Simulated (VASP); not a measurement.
# W (P4/nmm) in VASP: further runs

The runs below take W through single point, with PBEsol.

All numbers are computed with VASP 6.6.1; they aren't measurements. Logs are shortened: lines on timing, memory, paths and dates and some standing lists are left out, and cuts for length are marked.

## (1) The cell of the first run

The structure is tetragonal, space group P4/nmm (No. 129). The conventional cell has a = 2.827 Å, b = 2.827 Å, c = 3.998 Å, α = 90.00°, β = 90.00°, γ = 90.00°. W (site symmetry 4mm) has 12 W at 2.44 to 3.28 Å within 3.3 Å.

## (2) Single point, PBEsol (atoms displaced along a vibrational mode)

The input, INCAR:

```
  ALGO = Fast
  EDIFF = 1E-7
  ENCUT = 520
  GGA = PS
  ISIF = 2
  ISMEAR = 0
  LASPH = T
  LCHARG = F
  LREAL = F
  LWAVE = F
  NBANDS = 21
  NELM = 100
  PREC = Accurate
  SIGMA = 0.15
```

The input, KPOINTS:

```
k-points
0
Gamma
  22 22 16
```

The input, POSCAR:

```
W
1.0
    0.0000000000     -1.9989957669     -1.9989957669
    0.0000000000      1.9989957669     -1.9989957669
    3.9979915338      0.0000000000      0.0000000000
W
2
Direct
    0.5000000000      0.5000000000      0.4249623223
    0.0000000000      0.0000000000      0.0750376777
```

Potentials or basis: VASP PAW PBE potentials, release 64 (W_sv).

Run with:

```bash
cat potpaw_PBE.64/W_sv/POTCAR > POTCAR
mpirun -np 1 vasp_std > vasp.out
```

OUTCAR:

```text
EDIFF = 1E-7
   ENCUT = 520
   GGA = PS
   ISIF = 2
   ISMEAR = 0
   LASPH = T
   LREAL = F
   NELM = 100
   PREC = Accurate

 ion  position               nearest neighbor table
   1  0.500  0.500  0.425-   2 2.44   2 2.44   2 2.44   2 2.44   2 3.28   2 3.28   2 3.28   2 3.28

   2  0.000  0.000  0.075-   1 2.44   1 2.44   1 2.44   1 2.44   1 3.28   1 3.28   1 3.28   1 3.28

  LATTYP: Found a simple tetragonal cell.
 ALAT       =     2.8270069247
 C/A-ratio  =     1.4142135624

  Lattice vectors:

 A1 = (   0.0000000000,  -1.9989957669,  -1.9989957669)
 A2 = (   0.0000000000,   1.9989957669,  -1.9989957669)
 A3 = (   3.9979915338,   0.0000000000,   0.0000000000)

Analysis of symmetry for initial positions (statically):
=====================================================================
 Subroutine PRICEL returns:
 Original cell was already a primitive cell.

 Routine SETGRP: Setting up the symmetry group for a
 simple tetragonal supercell.

 Subroutine GETGRP returns: Found 16 space group operations
 (whereof  8 operations were pure point group operations)
 out of a pool of 16 trial point group operations.

The static configuration has the point symmetry C_4v.
 The point group associated with its full space group is D_4h.

Analysis of symmetry for dynamics (positions and initial velocities):
=====================================================================
 Subroutine PRICEL returns:
 Original cell was already a primitive cell.

 Routine SETGRP: Setting up the symmetry group for a
 simple tetragonal supercell.

 Subroutine GETGRP returns: Found 16 space group operations
 (whereof  8 operations were pure point group operations)
 out of a pool of 16 trial point group operations.

The dynamic configuration has the point symmetry C_4v.
 The point group associated with its full space group is D_4h.

 Subroutine INISYM returns: Found 16 space group operations
 (whereof  8 operations are pure point group operations),
 and found     1 'primitive' translations

----------------------------------------------------------------------------------------

                                     Primitive cell

  volume of cell :      31.9518

  direct lattice vectors                    reciprocal lattice vectors
     0.000000000 -1.998995767 -1.998995767     0.000000000 -0.250125592 -0.250125592
     0.000000000  1.998995767 -1.998995767     0.000000000  0.250125592 -0.250125592
[... 82 lines left out ...]
   LASPH  =      T    aspherical Exc in radial PAW
   ENCUT  =  520.0 eV  38.22 Ry    6.18 a.u.   5.26  5.26  7.43*2*pi/ulx,y,z
   NELM   =    100;   NELMIN=  2; NELMDL= -5     # of ELM steps
   EDIFF  = 0.1E-06   stopping-criterion for ELM
   LREAL  =      F    real-space projection
   EDIFFG = 0.1E-05   stopping-criterion for IOM
   NSW    =      0    number of steps for IOM
   IBRION =     -1    ionic relax: 0-MD 1-quasi-New 2-CG
   NFREE  =      0    steps in history (QN), initial steepest desc. (CG)
   ISIF   =      2    stress and relaxation
   ISYM   =      2    0-nonsym 1-usesym 2-fastsym
   POTIM  = 0.5000    time-step for ionic-motion
   TEBEG  =    0.0;   TEEND  =   0.0 temperature during run
   PSTRESS=    0.0 pullay stress
   NELECT =      28.0000    total number of electrons
   NUPDOWN=      -1.0000    fix difference up-down
   EMIN   =  10.00;   EMAX   =-10.00  energy-range for DOS
   EFERMI =   0.00;   METHOD = LEGACY
   ISMEAR =     0;   SIGMA  =   0.15  broadening in eV -4-tet -1-fermi 0-gaus
   EFERMI_NEDOS =   21; number of points for ismear=-14 and -15
   IALGO  =     68    algorithm
   IMIX   =      4    mixing-type and parameters
     AMIX     =   0.40;   BMIX     =  1.00
     AMIX_MAG =   1.60;   BMIX_MAG =  1.00
  volume/ion in A,a.u.               =      15.98       107.81
  Fermi-wavevector in a.u.,A,eV,Ry     =   1.566615  2.960473 33.392545  2.454283
  Thomas-Fermi vector in A             =   2.668917
   LORBIT       =      0    0 simple, 1 ext, 2 COOP (PROOUT), +10 PAW based schemes
   GGA     = PS    functional components
   LHFCALC =     F    Hartree Fock is set to
   AEXX    =    0.0000 exact exchange contribution
   IVDW    =     0    specifies the selected vdW correction
   LEPSILON=     F    determine dielectric tensor
   LRPA    =     F    only Hartree local field effects (RPA)
 non-spin polarized calculation
 RMM-DIIS sequential band-by-band and
 Gauss-broadening in eV      SIGMA  =   0.15
  energy-cutoff  :      520.00
  volume of cell :       31.95
 maximum number of plane-waves:       888
 NGX is ok and might be reduce to    24
   NGX = 11   NGY = 11   NGZ = 15

 number of electron      28.0000008 magnetization

 Free energy of the ion-electron system (eV)
  ---------------------------------------------------
  ext. energy  EPLUGINS =         0.00000000
  ---------------------------------------------------
  free energy    TOTEN  =       -24.47746132 eV

  energy without entropy =      -24.45708787  energy(sigma->0) =      -24.46727460

 E-fermi :  10.5397     XC(G=0): -13.5029

 val. band max:       10.5383129856   @ k =   0.4545   0.1364   0.0000
 cond. band min:      10.5402663425   @ k =   0.3636   0.1364   0.4375
 fundamental gap:      0.0019533569
 Fermi energy:        10.5396657879

 k-point     1 :       0.0000    0.0000    0.0000
  band No.  band energies     occupation
      1     -62.8394      2.00000
      2     -62.3490      2.00000
      3     -27.6781      2.00000
      4     -27.2755      2.00000
      5     -27.2755      2.00000
      6     -26.3386      2.00000
[... 565 lines left out ...]
     20      19.3772      0.00000
     21      20.8570      0.00000

 [... further k-points ...]

------------------------ aborting loop because EDIFF is reached ----------------------------------------

  FORCE on cell =-STRESS in cart. coord.  units (eV):
  Direction    XX          YY          ZZ          XY          YZ          ZX
  --------------------------------------------------------------------------------------
  -------------------------------------------------------------------------------------
  Total        2.2932626     12.5756532     12.5756532      0.0000000      0.0000000      0.0000000
  in kB      114.9923001    630.5877340    630.5877340      0.0000000      0.0000000      0.0000000
  external PRESSURE =     458.7225893 kB  Pullay stress =       0.0000000 kB

 VOLUME and BASIS-vectors are now :
 -----------------------------------------------------------------------------
  energy-cutoff  :      520.00
  volume of cell :       31.95
      direct lattice vectors                 reciprocal lattice vectors
     0.000000000 -1.998995767 -1.998995767     0.000000000 -0.250125592 -0.250125592
     0.000000000  1.998995767 -1.998995767     0.000000000  0.250125592 -0.250125592
     3.997991534  0.000000000  0.000000000     0.250125592  0.000000000  0.000000000

 POSITION                                       TOTAL-FORCE (eV/Angst)
 -----------------------------------------------------------------------------------
      1.69900      0.00000     -1.99900         6.937061     -0.000000     -0.000000
      0.30000      0.00000      0.00000        -6.937061      0.000000      0.000000
 -----------------------------------------------------------------------------------
    total drift:                                0.000000      0.000000     -0.000000

  FREE ENERGIE OF THE ION-ELECTRON SYSTEM (eV)
  ---------------------------------------------------
  free  energy   TOTEN  =       -24.4774613205 eV

  energy  without entropy=      -24.4570878703  energy(sigma->0) =      -24.46727460
```

It took 5.7 min on 1 thread of Intel Xeon Platinum 8259CL at 2.50GHz (Skylake/Cascade Lake), shared host; peak memory 0.45 GiB.

Results:

| Quantity | Value |
| --- | --- |
| Free energy | -24.4775 eV |
| Pressure | 45.9 GPa |
| Largest force | 6.937 eV/Å |
| Band gap on the k mesh | zero (bands 14 and 15 overlap by 4.40 eV) |

Forces in eV/Å, atoms in the order of the input:
```
W    6.937  0.000  0.000
W   -6.937  0.000  0.000
```

Levels at points of the mesh, in eV from the Fermi level:
```
           k point  band 11  band 12  band 13  band 14  band 15  band 16  band 17  band 18
(0.00, 0.00, 0.00)    -5.58    -0.33    -0.33     0.53     0.55     1.05     5.16     5.16
(0.50, 0.00, 0.00)    -3.16    -3.16    -1.30    -1.30     1.21     1.21     5.13     5.13
(0.50, 0.50, 0.00)    -3.96    -3.96     3.68     3.68     3.77     3.77     4.61     4.61
(0.00, 0.00, 0.50)    -5.39    -2.51    -0.48     0.53     0.53     1.22     2.94     2.94
(0.50, 0.00, 0.50)    -1.86    -1.86    -0.13    -0.13     0.90     0.90     4.81     4.81
(0.50, 0.50, 0.50)    -2.54    -2.54    -0.84    -0.84     2.52     2.52     5.96     5.96
```

Caveat: the cell differs from its parent crystal (atoms displaced along a vibrational mode); the cell stands under pressure; the PAW data sets were made with another functional, which shifts forces and pressure a little; spin-orbit coupling is left out, which moves the levels of the heavy elements.

## (3) Single point, PBEsol (atoms displaced along a vibrational mode)

The input, INCAR:

```
SYSTEM = W
ALGO     = Fast           ! electronic algorithm
EDIFF    = 1E-7           ! SCF threshold, eV
ENCUT    = 520            ! plane-wave cutoff, eV
GGA      = PS             ! functional
ISIF     = 2              ! what is computed and relaxed
ISMEAR   = 0              ! smearing method
LASPH    = .True.         ! aspherical terms in the spheres
LCHARG   = .False.        ! write CHGCAR
LREAL    = .False.        ! projectors in reciprocal space
LWAVE    = .False.        ! write WAVECAR
NBANDS   = 21             ! bands
NELM     = 100            ! most SCF steps
PREC     = Accurate       ! precision mode
SIGMA    = 0.15           ! smearing width, eV
```

The input, KPOINTS:

```
k-points
0
Gamma
  22 22 16
  0 0 0
```

The input, POSCAR:

```
W
1.0
    0.0000000000     -1.9989957669     -1.9989957669
    0.0000000000      1.9989957669     -1.9989957669
    3.9979915338      0.0000000000      0.0000000000
W
2
Direct
    0.5000000000      0.5000000000      0.5562782582
    0.0000000000      0.0000000000     -0.0562782582
```

Potentials or basis: VASP PAW PBE potentials, release 64 (W_sv).

Run with:

```bash
cat potpaw_PBE.64/W_sv/POTCAR > POTCAR
mpirun -np 1 vasp_std > vasp.out
```

It took 5.4 min on 1 thread of Intel Xeon Platinum 8259CL at 2.50GHz (Skylake/Cascade Lake), shared host; peak memory 0.45 GiB.

The run converged. Its results:

* Free energy: -25.3788 eV
* Pressure: 26.4 GPa
* Largest force: 5.141 eV/Å
* Band gap on the k mesh: zero (bands 14 and 15 overlap by 4.11 eV)

Forces on the atoms (eV/Å):
```
W   -5.141  0.000  0.000
W    5.141  0.000  0.000
```

Stress tensor (GPa, compression positive):
```
 0.74  0.00  0.00
 0.00 39.22  0.00
 0.00  0.00 39.22
```

Levels at points of the mesh, in eV from the Fermi level:
| k point | band 12 | band 13 | band 14 | band 15 | band 16 | band 17 |
| --- | --- | --- | --- | --- | --- | --- |
| (0.00, 0.00, 0.00) | -0.52 | -0.52 | 0.01 | 0.96 | 1.74 | 5.57 |
| (0.50, 0.00, 0.00) | -3.11 | -0.70 | -0.70 | 0.13 | 0.13 | 4.19 |
| (0.50, 0.50, 0.00) | -4.36 | 3.47 | 3.47 | 4.62 | 4.62 | 4.90 |
| (0.00, 0.00, 0.50) | -2.25 | -1.23 | 0.57 | 0.57 | 2.01 | 2.80 |
| (0.50, 0.00, 0.50) | -1.48 | -0.44 | -0.44 | 0.85 | 0.85 | 4.80 |
| (0.50, 0.50, 0.50) | -2.73 | -1.02 | -1.02 | 2.08 | 2.08 | 5.97 |

Caveat: the cell differs from its parent crystal (atoms displaced along a vibrational mode); the cell stands under pressure; the PAW data sets were made with another functional, which shifts forces and pressure a little; spin-orbit coupling is left out, which moves the levels of the heavy elements.

## (4) Single point, PBEsol (atoms displaced along a vibrational mode)

The input, INCAR:

```
PREC = Accurate
ENCUT = 520
EDIFF = 1E-6
ISMEAR = 0
SIGMA = 0.15
LREAL = F
LASPH = T
NELM = 80
ALGO = Fast
ISIF = 2
LWAVE = F
LCHARG = F
GGA = PS
NBANDS = 21
```

The input, KPOINTS:

```
Automatic mesh
0
Gamma
  22 22 16
```

The input, POSCAR:

```
W
1.0
    0.0000000000     -1.9989957669     -1.9989957669
    0.0000000000      1.9989957669     -1.9989957669
    3.9979915338      0.0000000000      0.0000000000
W
2
Direct
    0.5000000000      0.5000000000      0.4624811612
    0.0000000000      0.0000000000      0.0375188388
```

Run with:

```bash
cat potpaw_PBE.64/W_sv/POTCAR > POTCAR
mpirun -np 1 vasp_std > vasp.out
```

Wall time 4.4 min (1 thread of Intel Xeon Platinum 8259CL at 2.50GHz (Skylake/Cascade Lake), shared host); peak memory 0.45 GiB.

Results (log left out):

* Free energy: -26.0268 eV
* Pressure: 12.3 GPa
* Largest force: 3.531 eV/Å
* Band gap on the k mesh: zero (bands 14 and 15 overlap by 3.91 eV)

Forces on the atoms (eV/Å):
```
W    3.531  0.000  0.000
W   -3.531  0.000  0.000
```

Stress tensor (GPa, compression positive):
```
-5.80  0.00  0.00
 0.00 21.42  0.00
 0.00  0.00 21.42
```

Levels at points of the mesh, in eV from the Fermi level:
| k point | band 10 | band 11 | band 12 | band 13 | band 14 | band 15 | band 16 | band 17 | band 18 | band 19 |
| --- | --- | --- | --- | --- | --- | --- | --- | --- | --- | --- |
| (0.00, 0.00, 0.00) | -5.80 | -5.13 | -0.66 | -0.66 | -0.41 | 1.41 | 2.17 | 5.11 | 5.43 | 5.77 |
| (0.50, 0.00, 0.00) | -4.32 | -2.95 | -2.95 | -0.82 | -0.82 | -0.12 | -0.12 | 3.29 | 3.29 | 6.76 |
| (0.50, 0.50, 0.00) | -5.73 | -4.64 | -4.64 | 3.27 | 3.27 | 5.01 | 5.01 | 5.26 | 5.26 | 5.91 |
| (0.00, 0.00, 0.50) | -5.86 | -4.36 | -1.94 | -1.82 | 0.74 | 0.74 | 2.13 | 2.43 | 2.43 | 2.62 |
| (0.50, 0.00, 0.50) | -5.84 | -1.22 | -1.22 | -0.74 | -0.74 | 0.73 | 0.73 | 4.91 | 4.91 | 5.54 |
| (0.50, 0.50, 0.50) | -4.08 | -2.73 | -2.73 | -1.36 | -1.36 | 1.62 | 1.62 | 5.92 | 5.92 | 9.47 |

Caveat: the cell differs from its parent crystal (atoms displaced along a vibrational mode); the cell stands under pressure; the PAW data sets were made with another functional, which shifts forces and pressure a little; spin-orbit coupling is left out, which moves the levels of the heavy elements.

## (5) The runs side by side

```csv
cell,further INCAR settings,gap on the mesh (eV),pressure (GPa),largest force (eV/Å)
"as given, atomic positions A",ALGO = Fast; EDIFF = 1e-07; NBANDS = 21,none,45.9,6.94
"as given, atomic positions B",ALGO = Fast; EDIFF = 1e-07; NBANDS = 21,none,26.4,5.14
"as given, atomic positions C",ALGO = Fast; EDIFF = 1e-06; NBANDS = 21,none,12.3,3.53
```

Alike in all rows: task single point; level PBEsol; potentials or basis VASP PAW PBE potentials, release 64 (W_sv); no spin polarisation; k mesh 22 × 22 × 16; cutoff (eV) 520; smearing gaussian 0.15 eV.

Caveats: the cell stands under pressure; the PAW data sets were made with another functional, which shifts forces and pressure a little; spin-orbit coupling is left out, which moves the levels of the heavy elements.

Absolute energies hang on the potentials; compare differences alone.
